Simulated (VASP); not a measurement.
Here is a VASP 6.6.1 calculation.

INCAR

```
PREC = Accurate ; ENCUT = 520
EDIFF = 1E-6 ; ISMEAR = -1
SIGMA = 0.05 ; LREAL = False
LASPH = True ; NELM = 80
ALGO = Normal ; ISIF = 2
LWAVE = False ; LCHARG = False
GGA = CA ; NBANDS = 12
```

File KPOINTS:

```
Automatic mesh
0
Gamma
  20 20 20
```

POSCAR

```
Tc
1.0
    0.0000000000      1.9054987293      1.9054987293
    1.9054987293      0.0000000000      1.9054987293
    1.9054987293      1.9054987293      0.0000000000
Tc
1
Direct
    0.0000000000      0.0000000000      0.0000000000
```

Potentials or basis: VASP PAW LDA potentials, release 64 (Tc_pv).

The run is started by

```bash
$ cat potpaw_LDA.64/Tc_pv/POTCAR > POTCAR
$ mpirun -np 1 vasp_std > vasp.out
```

What does it give for the pressure?

0.1 GPa.
